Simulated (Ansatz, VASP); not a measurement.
## One calculation of LiH, two programs

```
CELL_PARAMETERS angstrom
1.98957 -1.98957 0.00000
1.98957 0.00000 -1.98957
7.95829 7.95829 7.95829
ATOMIC_POSITIONS crystal
Li 0.00000 0.00000 0.50000
Li 0.33333 0.33333 0.33333
Li 0.66667 0.66667 0.66667
Li 0.00000 0.00000 0.00000
Li 0.33333 0.33333 0.83333
Li 0.66667 0.66667 0.16667
H 0.66667 0.66667 0.41667
H 0.00000 0.00000 0.25000
H 0.33333 0.33333 0.58333
H 0.66667 0.66667 0.91667
H 0.00000 0.00000 0.75000
H 0.33333 0.33333 0.08333
```

Alike in both runs: task single point; functional PBEsol; k mesh 9 × 9 × 2; occupations gaussian, width 0.05 eV; no spin polarisation.

```csv
,VASP,Ansatz
version,VASP 6.6.1,Ansatz 0.2.0
potentials or method,"VASP PAW PBE potentials, release 64 (Li_sv, H), cutoff 520 eV","scalar-relativistic, plane waves, PAW"
valence electrons in the cell,24,24
```

```tsv
	VASP	Ansatz	Ansatz less VASP
gap on the k mesh at the Fermi level (eV)	3.03	3.03	0.000
least direct gap on the mesh (eV)	3.03	3.03	0.000
```

VASP's potentials were made for PBE, not for PBEsol.

Noted on VASP's run: the cutoff is short for stress, so the pressure is rough.
